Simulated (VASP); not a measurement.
## TiTe2: single point with PBE

The system is TiTe2.

```xyz
3
Lattice="1.8877 1.0898 6.8686 -1.8877 1.0898 6.8686 0.0000 -2.1797 6.8686" Properties=species:S:1:pos:R:3 pbc="T T T"
Ti    0.0000    0.0000    0.0000
Te    0.0000    0.0000    5.1639
Te    0.0000    0.0000   15.4420
```

- Program: VASP 6.6.1
- Task: single point
- Functional: PBE
- Potentials or basis: VASP PAW PBE potentials, release 64 (Ti_sv, Te)
- Cutoff: 520 eV
- k mesh: 8 × 8 × 8
- Occupations: fermi-dirac, width 0.02 eV
- Spin: no spin polarisation

The pressure is 1.0 GPa, the largest force is 0.162 eV/Å and the band gap on the k mesh is zero (bands 12 and 13 overlap by 0.62 eV).

Forces on the atoms (eV/Å):
```
Ti   0.000  0.000  0.000
Te   0.000  0.000 -0.162
Te   0.000  0.000  0.162
```

Stress tensor (GPa, compression positive):
```
0.56 0.00 0.00
0.00 0.56 0.00
0.00 0.00 1.76
```

Levels at points of the mesh, in eV from the Fermi level:
```tsv
k point	band 8	band 9	band 10	band 11	band 12	band 13	band 14	band 15	band 16	band 17
(0.00, 0.00, 0.00)	-1.59	-1.59	0.11	0.43	0.43	0.43	1.15	1.15	3.32	3.32
(0.50, 0.00, 0.00)	-3.91	-2.69	-1.86	-1.84	-0.61	0.03	1.18	1.53	2.79	2.86
(0.50, 0.50, 0.00)	-4.11	-1.88	-1.73	-1.61	-0.88	-0.18	1.18	1.48	3.29	3.36
(0.50, 0.50, 0.50)	-2.30	-1.55	-1.55	0.44	0.44	0.93	0.97	0.97	3.49	3.49
```

Run time: 2.7 min on 1 thread of Intel(R) Xeon(R) 6975P-C (Granite Rapids), on a shared host, peak memory 0.43 GiB.

Caveat: spin-orbit coupling is left out, which moves the levels of the heavy elements.
